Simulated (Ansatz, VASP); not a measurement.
## Rh in VASP and in Ansatz

INCAR

```
SYSTEM = Rh
PREC = Accurate
ENCUT = 520
EDIFF = 1E-6
ISMEAR = 0
SIGMA = 0.15
LREAL = .False.
LASPH = .True.
NELM = 80
ALGO = Fast
ISIF = 2
LWAVE = .False.
LCHARG = .False.
GGA = PS
NBANDS = 22
```

File KPOINTS:

```
Automatic mesh
0
Gamma
  18 18 12
  0 0 0
```

File POSCAR:

```
Rh
1.0
    2.7309790422      0.0000000000      0.0000000000
   -1.3654895211      2.3650972278      0.0000000000
    0.0000000000      0.0000000000      4.4284890000
Rh
2
Direct
    0.5251047819      0.2699109936      0.7500000000
    0.3333333333      0.6666666667      0.2500000000
```

Input for Ansatz:

```yaml
crystal:
  lattice:
    - [2.7309790422, 0.0, 0.0]
    - [-1.3654895211, 2.3650972278, 0.0]
    - [0.0, 0.0, 4.428489]
  atoms:
    - { symbol: Rh, position: [0.5251047819, 0.2699109936, 0.75] }
    - { symbol: Rh, position: [0.3333333333, 0.6666666667, 0.25] }
basis:
  ecutwfc: 420
kpoints:
  mp_grid: { grid: [18, 18, 12] }
hamiltonian:
  xc: pbesol
scf:
  occupations: { method: gaussian, width: 0.15 }
output:
  forces: true
  stress: true
  eigenvalues: true
```

Alike in both runs: task single point; functional PBEsol; k mesh 18 × 18 × 12; occupations gaussian, width 0.15 eV; no spin polarisation.

|  | VASP | Ansatz |
| --- | --- | --- |
| version | VASP 6.6.1 | Ansatz 0.2.0 |
| potentials or method | VASP PAW PBE potentials, release 64 (Rh_pv), cutoff 520 eV | scalar-relativistic, plane waves, PAW |
| valence electrons in the cell | 30 | 34 |

Ansatz gave:

| Property | Result |
| --- | --- |
| gap on the k mesh at the Fermi level (eV) | none |
| pressure (GPa) | -11.1 |
| traceless stress, the component that is largest in VASP (GPa) | 3.95 |
| rms of the force components (eV/Å) | 0.507 |

Problem. Which values does VASP return?

Solution. gap on the k mesh at the Fermi level (eV): none; pressure (GPa): -11.2; traceless stress, the component that is largest in VASP (GPa): 3.91; rms of the force components (eV/Å): 0.508.

VASP's potentials were made for PBE, not for PBEsol. Atom by atom the forces differ by 0.001 eV/Å (rms over components). A gap of «none» marks a metal or a gap that the smearing closes. VASP's potentials hold 30 valence electrons a cell and Ansatz's 34, so a difference there can come from the potentials and not from the codes.
